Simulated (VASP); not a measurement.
A run of VASP 6.6.1 is set up as follows.

INCAR

```
PREC     = Accurate       # precision mode
ENCUT    = 520            # plane-wave cutoff, eV
EDIFF    = 1E-6           # SCF threshold, eV
ISMEAR   = 0              # smearing method
SIGMA    = 0.1            # smearing width, eV
LREAL    = False          # projectors in reciprocal space
LASPH    = True           # aspherical terms in the spheres
NELM     = 100            # most SCF steps
ALGO     = Normal         # electronic algorithm
ISIF     = 2              # what is computed and relaxed
LWAVE    = False          # write WAVECAR
LCHARG   = False          # write CHGCAR
GGA      = PS             # functional
NBANDS   = 16             # bands
```

The input KPOINTS:

```
regular mesh
0
Gamma
  12 12 12
```

POSCAR

```
AlC3
1.0
    3.2749105575      0.0000000000      0.0000000000
    0.0000000000      3.2749105575      0.0000000000
    0.0000000000      0.0000000000      3.3711484275
Al C
1 3
Direct
    0.0000000000      0.0000000000     -0.0021713067
    0.0000000000      0.5000000000      0.4752919067
    0.5000000000      0.0000000000      0.4752919067
    0.5000000000      0.5000000000      0.0515874934
```

Potentials or basis: VASP PAW PBE potentials, release 64 (Al, C).

The run is started by

```bash
$ cat potpaw_PBE.64/Al/POTCAR potpaw_PBE.64/C/POTCAR > POTCAR
$ mpirun -np 1 vasp_std > vasp.out
```

Q: Predict the pressure.

A: -17.6 GPa.

Q: Predict the largest force.

A: 1.976 eV/Å.

Forces in eV/Å, atoms in the order of the input:
```
Al   0.000  0.000 -0.865
C    0.000  0.000 -0.555
C    0.000  0.000 -0.555
C    0.000  0.000  1.976
```

Caveat: the cell differs from its parent crystal (strained and its atoms moved); the PAW data sets were made with another functional, which shifts forces and pressure a little.
